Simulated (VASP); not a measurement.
# Be (Fm-3m) in VASP: a series of runs, part 2 of 2

VASP 6.6.1.

## (3) Single point, PBEsol (7.80 Å³/atom)

Contents of INCAR:

```
PREC = Accurate ; ENCUT = 520
EDIFF = 1E-6 ; ISMEAR = -1
SIGMA = 0.1 ; LREAL = False
LASPH = True ; NELM = 60
ALGO = Normal ; ISIF = 2
LWAVE = False ; LCHARG = True
GGA = PS ; LELF = True
LVHAR = True ; NBANDS = 7
```

Contents of KPOINTS:

```
Automatic mesh
0
Gamma
  28 28 28
```

Contents of POSCAR:

```
Be
1.0
    0.0000000000      1.5740715420      1.5740715420
    1.5740715420      0.0000000000      1.5740715420
    1.5740715420      1.5740715420      0.0000000000
Be
1
Direct
    0.0000000000      0.0000000000      0.0000000000
```

Potentials or basis: VASP PAW PBE potentials, release 64 (Be).

Run with:

```bash
$ cat potpaw_PBE.64/Be/POTCAR > POTCAR
$ mpirun -np 1 vasp_std > vasp.out
```

OUTCAR:

```text
PREC = Accurate
   ENCUT = 520
   EDIFF = 1E-6
   ISMEAR = -1
   LREAL = False
   LASPH = True
   NELM = 60
   ISIF = 2
   GGA = PS

 ion  position               nearest neighbor table
   1  0.000  0.000  0.000-

  LATTYP: Found a face centered cubic cell.
 ALAT       =     3.1481430840

  Lattice vectors:

 A1 = (   0.0000000000,   1.5740715420,   1.5740715420)
 A2 = (   1.5740715420,   0.0000000000,   1.5740715420)
 A3 = (   1.5740715420,   1.5740715420,   0.0000000000)

Analysis of symmetry for initial positions (statically):
=====================================================================
 Subroutine PRICEL returns:
 Original cell was already a primitive cell.

 Routine SETGRP: Setting up the symmetry group for a
 face centered cubic supercell.

 Subroutine GETGRP returns: Found 48 space group operations
 (whereof 48 operations were pure point group operations)
 out of a pool of 48 trial point group operations.

The static configuration has the point symmetry O_h .

Analysis of symmetry for dynamics (positions and initial velocities):
=====================================================================
 Subroutine PRICEL returns:
 Original cell was already a primitive cell.

 Routine SETGRP: Setting up the symmetry group for a
 face centered cubic supercell.

 Subroutine GETGRP returns: Found 48 space group operations
 (whereof 48 operations were pure point group operations)
 out of a pool of 48 trial point group operations.

The dynamic configuration has the point symmetry O_h .

 Subroutine INISYM returns: Found 48 space group operations
 (whereof 48 operations are pure point group operations),
 and found     1 'primitive' translations

[... 107 lines left out ...]
   ISMEAR =    -1;   SIGMA  =   0.10  broadening in eV -4-tet -1-fermi 0-gaus
   EFERMI_NEDOS =   21; number of points for ismear=-14 and -15
   IALGO  =     38    algorithm
   IMIX   =      4    mixing-type and parameters
     AMIX     =   0.40;   BMIX     =  1.00
     AMIX_MAG =   1.60;   BMIX_MAG =  1.00
  volume/ion in A,a.u.               =       7.80        52.64
  Fermi-wavevector in a.u.,A,eV,Ry     =   1.040041  1.965392 14.717215  1.081685
  Thomas-Fermi vector in A             =   2.174598
   LORBIT       =      0    0 simple, 1 ext, 2 COOP (PROOUT), +10 PAW based schemes
   GGA     = PS    functional components
   LHFCALC =     F    Hartree Fock is set to
   AEXX    =    0.0000 exact exchange contribution
   IVDW    =     0    specifies the selected vdW correction
   LEPSILON=     F    determine dielectric tensor
   LRPA    =     F    only Hartree local field effects (RPA)
 non-spin polarized calculation
  energy-cutoff  :      520.00
  volume of cell :        7.80
 maximum number of plane-waves:       222
 NGX is ok and might be reduce to    18
   NGX =  9   NGY =  9   NGZ =  9

 number of electron       2.0000000 magnetization

 Free energy of the ion-electron system (eV)
  ---------------------------------------------------
  ext. energy  EPLUGINS =         0.00000000
  ---------------------------------------------------
  free energy    TOTEN  =        -3.92073871 eV

  energy without entropy =       -3.91745882  energy(sigma->0) =       -3.91909877

 E-fermi :   7.6113     XC(G=0): -10.6562

 val. band max:        7.6061747526   @ k =  -0.3571   0.3571   0.0357
 cond. band min:       7.6125640592   @ k =  -0.2857   0.5000   0.2143
 fundamental gap:      0.0063893065
 Fermi energy:         7.6113448176

 k-point     1 :       0.0000    0.0000    0.0000
  band No.  band energies     occupation
      1      -4.2947      2.00000
      2      27.2177      0.00000
      3      27.2177      0.00000
      4      27.2177      0.00000
      5      36.9225      0.00000
      6      36.9225      0.00000
      7      36.9225      0.00000
[... 221 lines left out ...]
 k-point    24 :       0.3214    0.0357    0.0000
  band No.  band energies     occupation
      1      -1.1070      2.00000
      2      13.8882      0.00000
      3      24.1105      0.00000
      4      25.2611      0.00000
      5      34.4189      0.00000
      6      37.0747      0.00000
      7      37.8939      0.00000

 [... further k-points ...]

------------------------ aborting loop because EDIFF is reached ----------------------------------------

  FORCE on cell =-STRESS in cart. coord.  units (eV):
  Direction    XX          YY          ZZ          XY          YZ          ZX
  --------------------------------------------------------------------------------------
  -------------------------------------------------------------------------------------
  Total        0.0198090      0.0198090      0.0198090      0.0000000      0.0000000     -0.0000000
  in kB        4.0688251      4.0688251      4.0688251      0.0000000      0.0000000     -0.0000000
  external PRESSURE =       4.0688251 kB  Pullay stress =       0.0000000 kB

 VOLUME and BASIS-vectors are now :
 -----------------------------------------------------------------------------
  energy-cutoff  :      520.00
  volume of cell :        7.80
      direct lattice vectors                 reciprocal lattice vectors
     0.000000000  1.574071542  1.574071542    -0.317647570  0.317647570  0.317647570
     1.574071542  0.000000000  1.574071542     0.317647570 -0.317647570  0.317647570
     1.574071542  1.574071542  0.000000000     0.317647570  0.317647570 -0.317647570

 POSITION                                       TOTAL-FORCE (eV/Angst)
 -----------------------------------------------------------------------------------
      0.00000      0.00000      0.00000        -0.000000      0.000000     -0.000000
 -----------------------------------------------------------------------------------
    total drift:                               -0.000000      0.000000     -0.000000

  FREE ENERGIE OF THE ION-ELECTRON SYSTEM (eV)
  ---------------------------------------------------
  free  energy   TOTEN  =        -3.9207387131 eV

  energy  without entropy=       -3.9174588230  energy(sigma->0) =       -3.91909877
```

stdout:

```text
POSCAR found type information on POSCAR Be
 POSCAR found :  1 types and       1 ions
 scaLAPACK will be used
 -----------------------------------------------------------------------------
|                                                                             |
|                                                                             |
|     You enforced a specific xc type in the INCAR file but a different       |
|     I HOPE YOU KNOW WHAT YOU ARE DOING!                                     |
|                                                                             |
 -----------------------------------------------------------------------------

 LDA part: xc-table for (Slater+PW92), standard interpolation
 POSCAR, INCAR and KPOINTS ok, starting setup
 FFT: planning ... GRIDC
 FFT: planning ... GRID_SOFT
 FFT: planning ... GRID
 WAVECAR not read
 entering main loop
```

It took 46 s on 1 thread of Intel Xeon 8259CL, shared host; peak memory 0.14 GiB.

Results:

* Free energy: -3.9207 eV
* Pressure: 0.4 GPa
* Band gap on the k mesh: zero (bands 1 and 2 overlap by 1.26 eV)

Levels at points of the mesh, in eV from the Fermi level:
```
           k point  band 1  band 2  band 3  band 4
(0.00, 0.00, 0.00)  -11.91   19.61   19.61   19.61
(0.50, 0.00, 0.00)   -5.34    0.07   16.64   16.64
(0.50, 0.50, 0.00)   -2.69    3.90    9.60    9.60
```

Caveat: the PAW data sets were made with another functional, which shifts forces and pressure a little.

## (4) Single point, PBEsol (8.11 Å³/atom)

This run uses another cell than the first one, of 8.11 Å³/atom.

Contents of INCAR:

```
SYSTEM = Be
PREC = Accurate
ENCUT = 520
EDIFF = 1E-6
ISMEAR = -1
SIGMA = 0.1
LREAL = .False.
LASPH = .True.
NELM = 60
ALGO = Normal
ISIF = 2
LWAVE = .False.
LCHARG = .False.
GGA = PS
NBANDS = 7
```

Contents of KPOINTS:

```
Automatic mesh
0
Gamma
  28 28 28
  0 0 0
```

Contents of POSCAR:

```
Be
1.0
    0.0000000000      1.5947853850      1.5947853850
    1.5947853850      0.0000000000      1.5947853850
    1.5947853850      1.5947853850      0.0000000000
Be
1
Direct
    0.0000000000      0.0000000000      0.0000000000
```

Potentials or basis: VASP PAW PBE potentials, release 64 (Be).

Run with:

```bash
$ cat potpaw_PBE.64/Be/POTCAR > POTCAR
$ mpirun -np 1 vasp_std > vasp.out
```

OUTCAR:

```text
SYSTEM = Be
   PREC = Accurate
   ENCUT = 520
   EDIFF = 1E-6
   ISMEAR = -1
   LREAL = .False.
   LASPH = .True.
   NELM = 60
   ISIF = 2
   GGA = PS

 ion  position               nearest neighbor table
   1  0.000  0.000  0.000-

  LATTYP: Found a face centered cubic cell.
 ALAT       =     3.1895707700

  Lattice vectors:

 A1 = (   0.0000000000,   1.5947853850,   1.5947853850)
 A2 = (   1.5947853850,   0.0000000000,   1.5947853850)
[... 419 lines left out ...]
      7      36.7539      0.00000

 [... further k-points ...]

------------------------ aborting loop because EDIFF is reached ----------------------------------------

  FORCE on cell =-STRESS in cart. coord.  units (eV):
  Direction    XX          YY          ZZ          XY          YZ          ZX
  --------------------------------------------------------------------------------------
  -------------------------------------------------------------------------------------
  Total       -0.2052833     -0.2052833     -0.2052833      0.0000000      0.0000000      0.0000000
  in kB      -40.5440912    -40.5440912    -40.5440912      0.0000000      0.0000000      0.0000000
  external PRESSURE =     -40.5440912 kB  Pullay stress =       0.0000000 kB

 VOLUME and BASIS-vectors are now :
 -----------------------------------------------------------------------------
  energy-cutoff  :      520.00
  volume of cell :        8.11
      direct lattice vectors                 reciprocal lattice vectors
     0.000000000  1.594785385  1.594785385    -0.313521810  0.313521810  0.313521810
     1.594785385  0.000000000  1.594785385     0.313521810 -0.313521810  0.313521810
     1.594785385  1.594785385  0.000000000     0.313521810  0.313521810 -0.313521810

 POSITION                                       TOTAL-FORCE (eV/Angst)
 -----------------------------------------------------------------------------------
      0.00000      0.00000      0.00000         0.000000      0.000000      0.000000
 -----------------------------------------------------------------------------------
    total drift:                                0.000000     -0.000000     -0.000000

  FREE ENERGIE OF THE ION-ELECTRON SYSTEM (eV)
  ---------------------------------------------------
  free  energy   TOTEN  =        -3.9170576819 eV

  energy  without entropy=       -3.9132031597  energy(sigma->0) =       -3.91513042
```

It took 44 s on 1 thread of Intel Xeon 8259CL, shared host; peak memory 0.14 GiB.

What came out:

* Free energy: -3.9171 eV
* Pressure: -4.1 GPa
* Band gap on the k mesh: zero (bands 1 and 2 overlap by 1.22 eV)

Caveat: the cell stands under tension; the PAW data sets were made with another functional, which shifts forces and pressure a little.

## (5) Single point, PBEsol (8.42 Å³/atom)

This run uses another cell than the first one, of 8.42 Å³/atom.

Contents of INCAR:

```
SYSTEM = Be
  ALGO = Normal
  EDIFF = 1E-6
  ENCUT = 520
  GGA = PS
  ISIF = 2
  ISMEAR = -1
  LASPH = .True.
  LCHARG = .False.
  LREAL = .False.
  LWAVE = .False.
  NBANDS = 7
  NELM = 80
  PREC = Accurate
  SIGMA = 0.1
```

Contents of KPOINTS:

```
k-points
0
Gamma
  28 28 28
  0 0 0
```

Contents of POSCAR:

```
Be
1.0
    0.0000000000      1.6149746851      1.6149746851
    1.6149746851      0.0000000000      1.6149746851
    1.6149746851      1.6149746851      0.0000000000
Be
1
Direct
    0.0000000000      0.0000000000      0.0000000000
```

Run with:

```bash
$ cat potpaw_PBE.64/Be/POTCAR > POTCAR
$ mpirun -np 1 vasp_std > vasp.out
```

Wall time 44 s (1 thread of Intel Xeon 8259CL, shared host); peak memory 0.14 GiB.

The run converged. Its results:

| Property | Result |
| --- | --- |
| Free energy | -3.9054 eV |
| Pressure | -7.8 GPa |
| Band gap on the k mesh | zero (bands 1 and 2 overlap by 1.19 eV) |

Levels at points of the mesh, in eV from the Fermi level:
| k point | band 1 | band 2 | band 3 | band 4 |
| --- | --- | --- | --- | --- |
| (0.00, 0.00, 0.00) | -11.37 | 18.52 | 18.52 | 18.52 |
| (0.50, 0.00, 0.00) | -4.93 | -0.05 | 15.74 | 15.74 |
| (0.50, 0.50, 0.00) | -2.44 | 3.69 | 9.15 | 9.15 |

Caveat: the cell stands under tension; the PAW data sets were made with another functional, which shifts forces and pressure a little.

## (6) Single point, PBEsol (8.74 Å³/atom)

This run uses another cell than the first one, of 8.74 Å³/atom.

Contents of INCAR:

```
PREC = Accurate ; ENCUT = 520
EDIFF = 1E-6 ; ISMEAR = -1
SIGMA = 0.1 ; LREAL = False
LASPH = True ; NELM = 100
ALGO = Normal ; ISIF = 2
LWAVE = False ; LCHARG = True
GGA = PS ; LELF = True
LVHAR = True ; NBANDS = 7
```

Contents of KPOINTS:

```
regular mesh
0
Gamma
  28 28 28
```

Contents of POSCAR:

```
Be
1.0
    0.0000000000      1.6346714395      1.6346714395
    1.6346714395      0.0000000000      1.6346714395
    1.6346714395      1.6346714395      0.0000000000
Be
1
Direct
    0.0000000000      0.0000000000      0.0000000000
```

Potentials or basis: VASP PAW PBE potentials, release 64 (Be).

Run with:

```bash
$ cat potpaw_PBE.64/Be/POTCAR > POTCAR
$ mpirun -np 1 vasp_std > vasp.out
```

OUTCAR:

```text
PREC = Accurate
   ENCUT = 520
   EDIFF = 1E-6
   ISMEAR = -1
   LREAL = False
   LASPH = True
   NELM = 100
   ISIF = 2
   GGA = PS

 ion  position               nearest neighbor table
   1  0.000  0.000  0.000-

  LATTYP: Found a face centered cubic cell.
 ALAT       =     3.2693428790

  Lattice vectors:

 A1 = (   0.0000000000,   1.6346714395,   1.6346714395)
 A2 = (   1.6346714395,   0.0000000000,   1.6346714395)
[... 417 lines left out ...]
      5      31.6692      0.00000
      6      34.0813      0.00000
      7      34.6692      0.00000

 [... further k-points ...]

------------------------ aborting loop because EDIFF is reached ----------------------------------------

  FORCE on cell =-STRESS in cart. coord.  units (eV):
  Direction    XX          YY          ZZ          XY          YZ          ZX
  --------------------------------------------------------------------------------------
  -------------------------------------------------------------------------------------
  Total       -0.5977224     -0.5977224     -0.5977224     -0.0000000     -0.0000000     -0.0000000
  in kB     -109.6197263   -109.6197263   -109.6197263     -0.0000000     -0.0000000     -0.0000000
  external PRESSURE =    -109.6197263 kB  Pullay stress =       0.0000000 kB

 VOLUME and BASIS-vectors are now :
 -----------------------------------------------------------------------------
  energy-cutoff  :      520.00
  volume of cell :        8.74
      direct lattice vectors                 reciprocal lattice vectors
     0.000000000  1.634671439  1.634671439    -0.305871864  0.305871864  0.305871864
     1.634671439  0.000000000  1.634671439     0.305871864 -0.305871864  0.305871864
     1.634671439  1.634671439  0.000000000     0.305871864  0.305871864 -0.305871864

 POSITION                                       TOTAL-FORCE (eV/Angst)
 -----------------------------------------------------------------------------------
      0.00000      0.00000      0.00000         0.000000      0.000000     -0.000000
 -----------------------------------------------------------------------------------
    total drift:                                0.000000      0.000000      0.000000

  FREE ENERGIE OF THE ION-ELECTRON SYSTEM (eV)
  ---------------------------------------------------
  free  energy   TOTEN  =        -3.8870527797 eV

  energy  without entropy=       -3.8823595389  energy(sigma->0) =       -3.88470616
```

OSZICAR:

```text
N       E                     dE             d eps       ncg     rms          rms(c)
DAV:   1    -0.268984793235E+01   -0.26898E+01   -0.11030E+03  9212   0.230E+02
DAV:   2    -0.389527074429E+01   -0.12054E+01   -0.11467E+01 12257   0.244E+01
DAV:   3    -0.389757024679E+01   -0.22995E-02   -0.22991E-02 10150   0.939E-01
DAV:   4    -0.389757061257E+01   -0.36578E-06   -0.36555E-06 13587   0.122E-02
DAV:   5    -0.389757061297E+01   -0.40121E-09   -0.20043E-10 10213   0.332E-05    0.731E-01
DAV:   6    -0.389020813741E+01    0.73625E-02   -0.34450E-04 10178   0.190E-01    0.444E-01
DAV:   7    -0.388705470379E+01    0.31534E-02   -0.39861E-04  9569   0.197E-01    0.113E-02
DAV:   8    -0.388705218485E+01    0.25189E-05   -0.62932E-07 11445   0.703E-03    0.253E-03
DAV:   9    -0.388705277965E+01   -0.59480E-06   -0.99335E-08  8960   0.197E-03
   1 F= -.38870528E+01 E0= -.38847062E+01  d E =-.469324E-02
```

stdout:

```text
POSCAR found type information on POSCAR Be
 POSCAR found :  1 types and       1 ions
 scaLAPACK will be used
 -----------------------------------------------------------------------------
|                                                                             |
|                                                                             |
|     You enforced a specific xc type in the INCAR file but a different       |
|     I HOPE YOU KNOW WHAT YOU ARE DOING!                                     |
|                                                                             |
 -----------------------------------------------------------------------------

 LDA part: xc-table for (Slater+PW92), standard interpolation
 POSCAR, INCAR and KPOINTS ok, starting setup
 FFT: planning ... GRIDC
 FFT: planning ... GRID_SOFT
 FFT: planning ... GRID
 WAVECAR not read
 entering main loop
```

It took 47 s on 1 thread of Intel Xeon 8259CL, shared host; peak memory 0.14 GiB.

What came out:

* Free energy: -3.8871 eV
* Pressure: -11.0 GPa
* Band gap on the k mesh: zero (bands 1 and 2 overlap by 1.16 eV)

Caveat: the cell stands under tension; the PAW data sets were made with another functional, which shifts forces and pressure a little.

## (7) The runs side by side

| cell | gap on the mesh (eV) | pressure (GPa) |
| --- | --- | --- |
| a = 2.226 Å, angles 60.0°, 1 atom | none | 0.4 |
| a = 2.255 Å, angles 60.0°, 1 atom | none | -4.1 |
| a = 2.284 Å, angles 60.0°, 1 atom | none | -7.8 |
| a = 2.312 Å, angles 60.0°, 1 atom | none | -11.0 |

Alike in all rows: task single point; level PBEsol; potentials or basis VASP PAW PBE potentials, release 64 (Be); no spin polarisation; k mesh 28 × 28 × 28; cutoff (eV) 520; smearing fermi-dirac 0.1 eV.

Caveats: the PAW data sets were made with another functional, which shifts forces and pressure a little; the cell stands under tension (at least some runs).

Total energies depend on the potentials used, so only differences within one code and one set of settings carry meaning.
